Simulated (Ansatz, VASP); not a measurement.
## InSb in VASP and in Ansatz

```
CELL_PARAMETERS angstrom
0.00000 3.37790 3.17185
3.37790 0.00000 3.17185
3.37790 3.37790 0.00000
ATOMIC_POSITIONS crystal
In 0.00000 0.00000 0.00000
Sb 0.25000 0.25000 0.25000
```

Change from the starting cell: epitaxial_xy strain +3.0%.

Alike in both runs: task single point; functional r2SCAN; k mesh 6 × 6 × 6; occupations fermi-dirac, width 0.02 eV; no spin polarisation.

```csv
,VASP,Ansatz
version,VASP 6.6.1,Ansatz 0.2.0
potentials or method,"VASP PAW PBE potentials, release 64 (In_d, Sb)","plane waves, PAW"
plane-wave cutoff (eV),550,500
valence electrons in the cell,18,28
```

|  | VASP | Ansatz | Ansatz less VASP |
| --- | --- | --- | --- |
| pressure (GPa) | -1.1 | -1.1 | 0.00 |
| traceless stress, the component that is largest in VASP (GPa) | 1.09 | 1.09 | -0.001 |

VASP's potentials were made for PBE, not for r2SCAN. VASP's potentials hold 18 valence electrons a cell and Ansatz's 28, so a difference there can come from the potentials and not from the codes.

Neither program's run includes spin-orbit coupling.
